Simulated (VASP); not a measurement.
C:

```
C
1.0
     2.53880    0.00000    0.00000
    -1.26940    2.19867    0.00000
     0.00000    0.00000    8.29165
C
8
Direct
  0.66667 0.33333 0.84375
  0.33333 0.66667 0.34375
  0.66667 0.33333 0.65625
  0.33333 0.66667 0.15625
  0.00000 0.00000 0.90625
  0.00000 0.00000 0.40625
  0.00000 0.00000 0.59375
  0.00000 0.00000 0.09375
```

Base run:

| Item | Value |
| --- | --- |
| Program | VASP 6.6.1 |
| Functional | PBE |
| Potentials or basis | VASP PAW PBE potentials, release 64 (C) |
| Cutoff | 520 eV |
| k mesh | 12 × 12 × 4 |
| Occupations | fermi-dirac, width 0.05 eV |
| Spin | no spin polarisation |

Its results: band gap on the k mesh 4.37 eV (least direct gap 5.14 eV); pressure -5.6 GPa; largest force 0.316 eV/Å.

Q: The run is repeated on the same cell with these changes: functional from PBE to PBE exchange alone. What comes out?

A: Band gap on the k mesh 4.72 eV (least direct gap 5.28 eV); pressure 23.7 GPa; largest force 0.334 eV/Å.

Caveats: the stress differs along the axes, from -9 to 2 GPa (at least some runs); the stress differs along the axes, from 20 to 32 GPa (at least some runs).

A k mesh can miss the band edges.
